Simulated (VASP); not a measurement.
# SiBN (P4/mmm) in VASP: single point with PBE

Aim: the single point of SiBN with PBE.

All numbers are computed with VASP 6.6.1; they aren't measurements. Logs are shortened: lines on timing, memory, paths and dates and some standing lists are left out, and cuts for length are marked.

## Step 1: The cell of the first run

Symmetry: P4/mmm, No. 123, tetragonal system. Conventional cell: a = 3.300 Å, b = 3.300 Å, c = 3.537 Å, α = 90.00°, β = 90.00°, γ = 90.00°. Within 2.4 Å of Si (site symmetry 4/mmm) lie 2 B at 1.77 Å and 4 N at 2.33 Å. Within 2.3 Å of B (site symmetry 4/mmm) lie 2 Si at 1.77 Å. N (site symmetry 4/mmm) has 4 Si at 2.33 Å and 8 B at 2.93 Å within 3.1 Å.

The cell was built from a structure type or drawn by symmetry, and may not be a known phase.

## Step 2: Single point, PBE

Contents of INCAR:

```
PREC     = Accurate       # precision mode
ENCUT    = 520            # plane-wave cutoff, eV
EDIFF    = 1E-6           # SCF threshold, eV
ISMEAR   = 0              # smearing method
SIGMA    = 0.1            # smearing width, eV
LREAL    = False          # projectors in reciprocal space
LASPH    = True           # aspherical terms in the spheres
NELM     = 80             # most SCF steps
ALGO     = Normal         # electronic algorithm
ISIF     = 2              # what is computed and relaxed
LWAVE    = False          # write WAVECAR
LCHARG   = True           # write CHGCAR
GGA      = PE             # functional
LELF     = True           # ELF
LVHAR    = True         
NBANDS   = 13             # bands
```

Contents of KPOINTS:

```
Automatic mesh
0
Gamma
  6 6 6
```

Contents of POSCAR:

```
SiBN
1.0
    3.3001569400      0.0000000000      0.0000000000
    0.0000000000      3.3001569400      0.0000000000
    0.0000000000      0.0000000000      3.5373538500
Si B N
1 1 1
Direct
    0.5000000000      0.5000000000      0.5000000000
    0.5000000000      0.5000000000      0.0000000000
    0.0000000000      0.0000000000      0.5000000000
```

Potentials or basis: VASP PAW PBE potentials, release 64 (Si, B, N).

Started as:

```bash
$ cat potpaw_PBE.64/Si/POTCAR potpaw_PBE.64/B/POTCAR potpaw_PBE.64/N/POTCAR > POTCAR
$ mpirun -np 1 vasp_std > vasp.out
```

OUTCAR:

```text
PREC = Accurate
   ENCUT = 520
   EDIFF = 1E-6
   ISMEAR = 0
   LREAL = False
   LASPH = True
   NELM = 80
   ISIF = 2
   GGA = PE

 ion  position               nearest neighbor table
   1  0.500  0.500  0.500-   2 1.77   2 1.77   3 2.33   3 2.33   3 2.33   3 2.33
   2  0.500  0.500  0.000-   1 1.77   1 1.77
   3  0.000  0.000  0.500-   1 2.33   1 2.33   1 2.33   1 2.33

  LATTYP: Found a simple tetragonal cell.
 ALAT       =     3.3001569400
 C/A-ratio  =     1.0718744333

  Lattice vectors:

 A1 = (   3.3001569400,   0.0000000000,   0.0000000000)
 A2 = (   0.0000000000,   3.3001569400,   0.0000000000)
 A3 = (   0.0000000000,   0.0000000000,   3.5373538500)

Analysis of symmetry for initial positions (statically):
=====================================================================
 Subroutine PRICEL returns:
 Original cell was already a primitive cell.

 Routine SETGRP: Setting up the symmetry group for a
 simple tetragonal supercell.

 Subroutine GETGRP returns: Found 16 space group operations
 (whereof 16 operations were pure point group operations)
 out of a pool of 16 trial point group operations.

The static configuration has the point symmetry D_4h.

Analysis of symmetry for dynamics (positions and initial velocities):
=====================================================================
 Subroutine PRICEL returns:
 Original cell was already a primitive cell.

 Routine SETGRP: Setting up the symmetry group for a
 simple tetragonal supercell.

 Subroutine GETGRP returns: Found 16 space group operations
 (whereof 16 operations were pure point group operations)
 out of a pool of 16 trial point group operations.

The dynamic configuration has the point symmetry D_4h.

 Subroutine INISYM returns: Found 16 space group operations
 (whereof 16 operations are pure point group operations),
 and found     1 'primitive' translations

----------------------------------------------------------------------------------------

                                     Primitive cell

  volume of cell :      38.5254

  direct lattice vectors                    reciprocal lattice vectors
     3.300156940  0.000000000  0.000000000     0.303015892  0.000000000  0.000000000
     0.000000000  3.300156940  0.000000000     0.000000000  0.303015892  0.000000000
     0.000000000  0.000000000  3.537353850     0.000000000  0.000000000  0.282697192

  length of vectors
     3.300156940  3.300156940  3.537353850     0.303015892  0.303015892  0.282697192

  position of ions in fractional coordinates (direct lattice)
     0.500000000  0.500000000  0.500000000
     0.500000000  0.500000000  0.000000000
     0.000000000  0.000000000  0.500000000

  ion indices of the primitive-cell ions
   primitive index   ion index
                 1           1
                 2           2
                 3           3

----------------------------------------------------------------------------------------

 KPOINTS: Automatic mesh

Automatic generation of k-mesh.
 Grid dimensions read from file:
 generate k-points for:    6    6    6

 Generating k-lattice:

  Cartesian coordinates                     Fractional coordinates (reciprocal lattice)
     0.050502649  0.000000000  0.000000000     0.166666667  0.000000000  0.000000000
     0.000000000  0.050502649  0.000000000     0.000000000  0.166666667  0.000000000
     0.000000000  0.000000000  0.047116199     0.000000000  0.000000000  0.166666667

  Length of vectors
     0.050502649  0.050502649  0.047116199

  Shift w.r.t. Gamma in fractional coordinates (k-lattice)
     0.000000000  0.000000000  0.000000000

 Subroutine IBZKPT returns following result:
 ===========================================

 Found     40 irreducible k-points:

 Following reciprocal coordinates:
            Coordinates               Weight
  0.000000  0.000000  0.000000      1.000000
  0.166667  0.000000  0.000000      4.000000
  0.333333  0.000000  0.000000      4.000000
  0.500000  0.000000  0.000000      2.000000
  0.166667  0.166667  0.000000      4.000000
  0.333333  0.166667  0.000000      8.000000
[... 16 lines left out ...]
  0.333333  0.000000  0.333333      8.000000
  0.500000  0.000000  0.333333      4.000000
 [... further k-points ...]
   k-points           NKPTS =     40   k-points in BZ     NKDIM =     40   number of bands    NBANDS=     13
   number of dos      NEDOS =    301   number of ions     NIONS =      3
   total plane-waves  NPLWV =  21952
   dimension x,y,z NGX =    28 NGY =   28 NGZ =   28
   dimension x,y,z NGXF=    56 NGYF=   56 NGZF=   56
   ions per type =               1   1   1
   NGX,Y,Z   is equivalent  to a cutoff of  14.11, 14.11, 13.16 a.u.
   NGXF,Y,Z  is equivalent  to a cutoff of  28.21, 28.21, 26.32 a.u.
 SYSTEM =  unknown system
   PREC   = accura    normal or accurate (medium, high low for compatibility)
   ISTART =      0    job   : 0-new  1-cont  2-samecut
   ICHARG =      2    charge: 1-file 2-atom 10-const
   ISPIN  =      1    spin polarized calculation?
   LNONCOLLINEAR =      F non collinear calculations
   LSORBIT =      F    spin-orbit coupling
   LASPH  =      T    aspherical Exc in radial PAW
   ENCUT  =  520.0 eV  38.22 Ry    6.18 a.u.   6.14  6.14  6.58*2*pi/ulx,y,z
   NELM   =     80;   NELMIN=  2; NELMDL= -5     # of ELM steps
   EDIFF  = 0.1E-05   stopping-criterion for ELM
   LREAL  =      F    real-space projection
   EDIFFG = 0.1E-04   stopping-criterion for IOM
   NSW    =      0    number of steps for IOM
   IBRION =     -1    ionic relax: 0-MD 1-quasi-New 2-CG
   NFREE  =      0    steps in history (QN), initial steepest desc. (CG)
   ISIF   =      2    stress and relaxation
   ISYM   =      2    0-nonsym 1-usesym 2-fastsym
   POTIM  = 0.5000    time-step for ionic-motion
   TEBEG  =    0.0;   TEEND  =   0.0 temperature during run
   PSTRESS=    0.0 pullay stress
   NELECT =      12.0000    total number of electrons
   NUPDOWN=      -1.0000    fix difference up-down
   EMIN   =  10.00;   EMAX   =-10.00  energy-range for DOS
   EFERMI =   0.00;   METHOD = LEGACY
   ISMEAR =     0;   SIGMA  =   0.10  broadening in eV -4-tet -1-fermi 0-gaus
   EFERMI_NEDOS =   21; number of points for ismear=-14 and -15
   IALGO  =     38    algorithm
   IMIX   =      4    mixing-type and parameters
     AMIX     =   0.40;   BMIX     =  1.00
     AMIX_MAG =   1.60;   BMIX_MAG =  1.00
  volume/ion in A,a.u.               =      12.84        86.66
  Fermi-wavevector in a.u.,A,eV,Ry     =   1.109735  2.097095 16.755740  1.231512
  Thomas-Fermi vector in A             =   2.246278
   LORBIT       =      0    0 simple, 1 ext, 2 COOP (PROOUT), +10 PAW based schemes
   GGA     = PE    functional components
   LHFCALC =     F    Hartree Fock is set to
   AEXX    =    0.0000 exact exchange contribution
   IVDW    =     0    specifies the selected vdW correction
   LEPSILON=     F    determine dielectric tensor
   LRPA    =     F    only Hartree local field effects (RPA)
 non-spin polarized calculation
 Gauss-broadening in eV      SIGMA  =   0.10
  energy-cutoff  :      520.00
  volume of cell :       38.53
 maximum number of plane-waves:      1056
 NGX is ok and might be reduce to    28
   NGX = 13   NGY = 13   NGZ = 13

 number of electron      12.0000002 magnetization

 Free energy of the ion-electron system (eV)
  ---------------------------------------------------
  ext. energy  EPLUGINS =         0.00000000
  ---------------------------------------------------
  free energy    TOTEN  =       -15.30708325 eV

  energy without entropy =      -15.30298127  energy(sigma->0) =      -15.30503226

 E-fermi :   4.2205     XC(G=0): -10.1152

 val. band max:        4.1770724542   @ k =   0.5000   0.5000   0.3333
 cond. band min:       4.2252414701   @ k =   0.5000   0.5000   0.0000
 fundamental gap:      0.0481690159
 Fermi energy:         4.2204970934

 k-point     1 :       0.0000    0.0000    0.0000
  band No.  band energies     occupation
      1     -10.3806      2.00000
      2      -3.6265      2.00000
      3      -0.3398      2.00000
      4       1.4979      2.00000
      5       1.4979      2.00000
      6       4.9998      0.00000
      7       6.9941      0.00000
      8       7.2060      0.00000
      9       7.2060      0.00000
     10       9.8835      0.00000
     11      14.1204      0.00000
     12      15.5221      0.00000
     13      15.5221      0.00000

 k-point     2 :       0.1667    0.0000    0.0000
  band No.  band energies     occupation
      1     -10.1215      2.00000
      2      -4.1658      2.00000
      3      -0.1522      2.00000
      4       1.3775      2.00000
      5       1.7523      2.00000
      6       4.7334      0.00000
      7       6.1070      0.00000
      8       6.7738      0.00000
      9       7.6788      0.00000
     10      11.1072      0.00000
     11      14.4975      0.00000
     12      14.7037      0.00000
     13      15.1954      0.00000

 k-point     3 :       0.3333    0.0000    0.0000
  band No.  band energies     occupation
      1      -9.4305      2.00000
      2      -5.4458      2.00000
      3       0.3049      2.00000
      4       1.7123      2.00000
      5       2.4474      2.00000
      6       4.1008      1.90952
      7       4.3618      0.04565
      8       5.6891      0.00000
      9       8.8675      0.00000
     10      12.3848      0.00000
     11      13.8352      0.00000
     12      14.0742      0.00000
     13      15.3522      0.00000

 k-point     4 :       0.5000    0.0000    0.0000
  band No.  band energies     occupation
      1      -8.8780      2.00000
      2      -6.2870      2.00000
      3       0.6039      2.00000
      4       2.7336      2.00000
      5       2.8249      2.00000
      6       3.0551      2.00000
      7       3.7064      2.00000
      8       4.8784      0.00000
      9      10.1744      0.00000
     10      10.8618      0.00000
     11      13.9536      0.00000
     12      15.0119      0.00000
     13      15.1341      0.00000

 k-point     5 :       0.1667    0.1667    0.0000
  band No.  band energies     occupation
      1      -9.8725      2.00000
      2      -4.4344      2.00000
      3       0.0219      2.00000
      4       0.4534      2.00000
      5       2.5597      2.00000
      6       4.5593      0.00000
      7       4.9548      0.00000
      8       6.9517      0.00000
      9       8.1980      0.00000
     10      12.1475      0.00000
     11      13.4316      0.00000
     12      15.2849      0.00000
     13      15.3355      0.00000
[... 257 lines left out ...]
 k-point    22 :       0.1667    0.0000    0.3333
  band No.  band energies     occupation
      1      -9.7233      2.00000
      2      -4.1100      2.00000
      3      -2.1371      2.00000
      4       2.2416      2.00000
      5       2.3123      2.00000
      6       3.6457      2.00000
      7       6.3905      0.00000
      8       6.4464      0.00000
      9       9.6398      0.00000
     10      11.4302      0.00000
     11      11.6495      0.00000
     12      12.7052      0.00000
     13      15.6554      0.00000

 k-point    23 :       0.3333    0.0000    0.3333
  band No.  band energies     occupation
      1      -9.1110      2.00000
      2      -4.7265      2.00000
      3      -2.4014      2.00000
      4       1.9045      2.00000
      5       2.7872      2.00000
      6       3.2684      2.00000
      7       5.9835      0.00000
      8       6.1982      0.00000
      9       8.6300      0.00000
     10      10.2415      0.00000
     11      12.5775      0.00000
     12      14.4165      0.00000
     13      17.1812      0.00000

 k-point    24 :       0.5000    0.0000    0.3333
  band No.  band energies     occupation
      1      -8.6690      2.00000
      2      -5.3819      2.00000
      3      -2.1134      2.00000
      4       1.1149      2.00000
      5       3.1657      2.00000
      6       3.8274      2.00000
      7       5.4420      0.00000
      8       5.9041      0.00000
      9       8.3032      0.00000
     10       9.8448      0.00000
     11      12.9059      0.00000
     12      15.2414      0.00000
     13      18.2376      0.00000

 [... further k-points ...]

------------------------ aborting loop because EDIFF is reached ----------------------------------------

  FORCE on cell =-STRESS in cart. coord.  units (eV):
  Direction    XX          YY          ZZ          XY          YZ          ZX
  --------------------------------------------------------------------------------------
  -------------------------------------------------------------------------------------
  Total       -7.3777080     -7.3777080     12.7973118      0.0000000      0.0000000     -0.0000000
  in kB     -306.8204861   -306.8204861    532.2082963      0.0000000      0.0000000     -0.0000000
  external PRESSURE =     -27.1442253 kB  Pullay stress =       0.0000000 kB

 VOLUME and BASIS-vectors are now :
 -----------------------------------------------------------------------------
  energy-cutoff  :      520.00
  volume of cell :       38.53
      direct lattice vectors                 reciprocal lattice vectors
     3.300156940  0.000000000  0.000000000     0.303015892  0.000000000  0.000000000
     0.000000000  3.300156940  0.000000000     0.000000000  0.303015892  0.000000000
     0.000000000  0.000000000  3.537353850     0.000000000  0.000000000  0.282697192

 POSITION                                       TOTAL-FORCE (eV/Angst)
 -----------------------------------------------------------------------------------
      1.65008      1.65008      1.76868         0.000000      0.000000      0.000000
      1.65008      1.65008      0.00000         0.000000      0.000000      0.000000
      0.00000      0.00000      1.76868         0.000000      0.000000      0.000000
 -----------------------------------------------------------------------------------
    total drift:                               -0.000000      0.000000      0.000000

  FREE ENERGIE OF THE ION-ELECTRON SYSTEM (eV)
  ---------------------------------------------------
  free  energy   TOTEN  =       -15.3070832451 eV

  energy  without entropy=      -15.3029812694  energy(sigma->0) =      -15.30503226
```

It took 26 s on 1 thread of Intel Xeon Platinum 8259CL at 2.50GHz (Skylake/Cascade Lake), shared host; peak memory 0.16 GiB.

What came out:

| Property | Result |
| --- | --- |
| Free energy | -15.3071 eV |
| Pressure | -2.7 GPa |
| Band gap on the k mesh | zero (bands 6 and 7 overlap by 1.59 eV) |

Stress tensor (GPa, compression positive):
```
-30.68   0.00   0.00
  0.00 -30.68   0.00
  0.00   0.00  53.22
```

Levels at points of the mesh, in eV from the Fermi level:
```
           k point  band 3  band 4  band 5  band 6  band 7  band 8  band 9  band 10
(0.00, 0.00, 0.00)   -4.56   -2.72   -2.72    0.78    2.77    2.99    2.99     5.66
(0.50, 0.00, 0.00)   -3.62   -1.49   -1.40   -1.17   -0.51    0.66    5.95     6.64
(0.50, 0.50, 0.00)   -5.76   -5.76   -3.21    0.00    2.23    2.23    4.62     8.78
(0.00, 0.00, 0.50)   -6.00   -1.97   -1.97    0.02    1.93    1.93    7.09     7.19
(0.50, 0.00, 0.50)   -7.34   -3.49   -1.02   -0.23    2.41    2.45    2.59     4.35
(0.50, 0.50, 0.50)   -6.47   -4.64   -4.64   -1.19   -0.81   -0.81    7.56     7.56
```
